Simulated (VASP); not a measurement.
Here is a VASP 6.6.1 calculation.

INCAR

```
SYSTEM = MgS
PREC = Accurate
ENCUT = 520
EDIFF = 1E-7
ISMEAR = 0
SIGMA = 0.05
LREAL = .False.
LASPH = .True.
NELM = 80
ALGO = Normal
ISIF = 2
LWAVE = .False.
LCHARG = .False.
GGA = PE
NBANDS = 11
```

KPOINTS

```
Automatic mesh
0
Gamma
  8 8 8
  0 0 0
```

File POSCAR:

```
MgS
1.0
    0.0000000000      2.6016500000      2.6016500000
    2.6016500000      0.0000000000      2.6016500000
    2.6016500000      2.6016500000      0.0000000000
Mg S
1 1
Direct
    0.0000000000      0.0000000000      0.0000000000
    0.4759767840      0.4759767840      0.5240232160
```

Potentials or basis: VASP PAW PBE potentials, release 64 (Mg, S).

Run with:

```bash
$ cat potpaw_PBE.64/Mg/POTCAR potpaw_PBE.64/S/POTCAR > POTCAR
$ mpirun -np 1 vasp_std > vasp.out
```

Question: Estimate the pressure.

Answer: 1.4 GPa.

Question: What does it give for the largest force?

Answer: 0.383 eV/Å.

Question: Estimate the band gap on the k mesh.

Answer: 2.78 eV, indirect (least direct gap 3.71 eV).

Forces on the atoms (eV/Å):
```
Mg   0.000  0.000 -0.383
S    0.000  0.000  0.383
```

Caveat: the cell differs from its parent crystal (all S atoms moved +0.125 Å, as atom 2 towards its neighbour atom 1 (Mg) at 2.602 Å). A k mesh can miss the band edges.
